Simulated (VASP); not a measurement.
# MgO (Amm2) in VASP: further runs, part 2 of 2

VASP 6.6.1. The steps go on from the part before.

### Step 4. Single point, PBE (strain -0.0300 x Voigt [0, 1, 0, 0, 0, 0])

Contents of INCAR:

```
SYSTEM = MgO
  PREC = Accurate
  ENCUT = 520
  EDIFF = 1E-7
  ISMEAR = 0
  SIGMA = 0.05
  LREAL = .FALSE.
  LASPH = .TRUE.
  NELM = 60
  ALGO = Normal
  ISIF = 2
  LWAVE = .FALSE.
  LCHARG = .TRUE.
  GGA = PE
  LELF = .TRUE.
  LVHAR = .TRUE.
  NBANDS = 11
```

Contents of KPOINTS:

```
regular mesh
0
G
  12 12 8
  0 0 0
```

Contents of POSCAR:

```
MgO
1.0
    2.9377244759      0.0000000000      0.0000000000
   -1.4688622380      2.4678197047      0.0000000000
    0.0000000000      0.0000000000      2.6797873418
Mg O
1 1
Direct
    0.0000000000      0.0000000000      0.0000000000
    0.3333333333      0.6666666667      0.5000000000
```

Potentials or basis: VASP PAW PBE potentials, release 64 (Mg, O).

Run with:

```bash
cat potpaw_PBE.64/Mg/POTCAR potpaw_PBE.64/O/POTCAR > POTCAR
mpirun -np 1 vasp_std > vasp.out
```

OUTCAR:

```text
SYSTEM = MgO
   PREC = Accurate
   ENCUT = 520
   EDIFF = 1E-7
   ISMEAR = 0
   LREAL = .FALSE.
   LASPH = .TRUE.
   NELM = 60
   ISIF = 2
   GGA = PE

 ion  position               nearest neighbor table
   1  0.000  0.000  0.000-   2 2.12   2 2.12   2 2.15   2 2.15   2 2.15   2 2.15
   2  0.333  0.667  0.500-   1 2.12   1 2.12   1 2.15   1 2.15   1 2.15   1 2.15

  Warning from LATTYP: Monoclinic adjustment (A1->A3, A2->A1, A3->A2)!
  LATTYP: Found a base centered orthorhombic cell.
 ALAT       =     2.9377244759
 B/A-ratio  =     1.6800892834
 C/A-ratio  =     0.9121983235

  Lattice vectors:
[... 526 lines left out ...]

  FORCE on cell =-STRESS in cart. coord.  units (eV):
  Direction    XX          YY          ZZ          XY          YZ          ZX
  --------------------------------------------------------------------------------------
  -------------------------------------------------------------------------------------
  Total        0.2805361      1.1846610     -0.1779254     -0.0000000      0.0000000      0.0000000
  in kB       23.1352632     97.6966931    -14.6731660     -0.0000000      0.0000000      0.0000000
  external PRESSURE =      35.3862634 kB  Pullay stress =       0.0000000 kB

 VOLUME and BASIS-vectors are now :
 -----------------------------------------------------------------------------
  energy-cutoff  :      520.00
  volume of cell :       19.43
      direct lattice vectors                 reciprocal lattice vectors
     2.937724476  0.000000000  0.000000000     0.340399519  0.202607994  0.000000000
    -1.468862238  2.467819705  0.000000000     0.000000000  0.405215988  0.000000000
     0.000000000  0.000000000  2.679787342     0.000000000  0.000000000  0.373163939

 POSITION                                       TOTAL-FORCE (eV/Angst)
 -----------------------------------------------------------------------------------
      0.00000      0.00000      0.00000         0.000000     -0.025864      0.000000
     -0.00000      1.64521      1.33989        -0.000000      0.025864      0.000000
 -----------------------------------------------------------------------------------
    total drift:                                0.000000     -0.000533      0.000000

  FREE ENERGIE OF THE ION-ELECTRON SYSTEM (eV)
  ---------------------------------------------------
  free  energy   TOTEN  =       -11.2129386999 eV

  energy  without entropy=      -11.2129386999  energy(sigma->0) =      -11.21293870
```

OSZICAR:

```text
N       E                     dE             d eps       ncg     rms          rms(c)
DAV:   1     0.133406779380E+02    0.13341E+02   -0.46312E+03  5506   0.645E+02
DAV:   2    -0.124269473523E+02   -0.25768E+02   -0.25134E+02  5467   0.133E+02
DAV:   3    -0.129703597348E+02   -0.54341E+00   -0.54307E+00  5632   0.170E+01
DAV:   4    -0.129716774468E+02   -0.13177E-02   -0.13177E-02  5170   0.955E-01
DAV:   5    -0.129716820879E+02   -0.46411E-05   -0.46411E-05  5562   0.554E-02    0.739E+00
DAV:   6    -0.112617143683E+02    0.17100E+01   -0.96142E+00  4781   0.168E+01    0.235E+00
DAV:   7    -0.112303922146E+02    0.31322E-01   -0.68877E-02  5248   0.230E+00    0.138E+00
DAV:   8    -0.112132832119E+02    0.17109E-01   -0.34957E-02  4883   0.202E+00    0.253E-01
DAV:   9    -0.112129934244E+02    0.28979E-03   -0.30630E-04  5618   0.127E-01    0.179E-01
DAV:  10    -0.112129383355E+02    0.55089E-04   -0.63173E-04  4927   0.193E-01    0.115E-02
DAV:  11    -0.112129380272E+02    0.30826E-06   -0.10576E-05  5384   0.229E-02    0.558E-03
DAV:  12    -0.112129386442E+02   -0.61702E-06   -0.11407E-06  5126   0.830E-03    0.641E-04
DAV:  13    -0.112129386999E+02   -0.55671E-07   -0.41560E-08  3740   0.174E-03
   1 F= -.11212939E+02 E0= -.11212939E+02  d E =-.108420E-14
```

Run time: 17 s. Hardware: 1 thread of Intel Xeon 6975P-C, shared host; peak memory 0.17 GiB.

Results:

| Quantity | Value |
| --- | --- |
| Free energy | -11.2129 eV |
| Pressure | 3.5 GPa |
| Largest force | 0.026 eV/Å |
| Band gap on the k mesh | 3.17 eV, indirect (least direct gap 3.65 eV) |

Forces in eV/Å, atoms in the order of the input:
```
Mg   0.000 -0.026  0.000
O    0.000  0.026  0.000
```

Stress tensor (GPa, compression positive):
```
 2.31  0.00  0.00
 0.00  9.77  0.00
 0.00  0.00 -1.47
```

Caveat: the cell differs from its parent crystal (strain -0.0300 x Voigt [0, 1, 0, 0, 0, 0]). A k mesh can miss the band edges.

### Step 5. Summary

```csv
cell,gap on the mesh (eV),pressure (GPa),largest force (eV/Å)
"a = 2.938, b = 2.807, c = 2.680 Å, angles 90.0, 90.0, 121.6°, 2 atoms",3.23,8.6,0.11
"a = 2.938, b = 2.839, c = 2.680 Å, angles 90.0, 90.0, 121.2°, 2 atoms",3.21,6.0,0.06
"a = 2.938, b = 2.872, c = 2.680 Å, angles 90.0, 90.0, 120.8°, 2 atoms",3.17,3.5,0.03
```

Alike in all rows: task single point; level PBE; potentials or basis VASP PAW PBE potentials, release 64 (Mg, O); no spin polarisation; k mesh 12 × 12 × 8; cutoff (eV) 520; smearing gaussian 0.05 eV.

Total energies depend on the potentials used, so only differences within one code and one set of settings carry meaning.
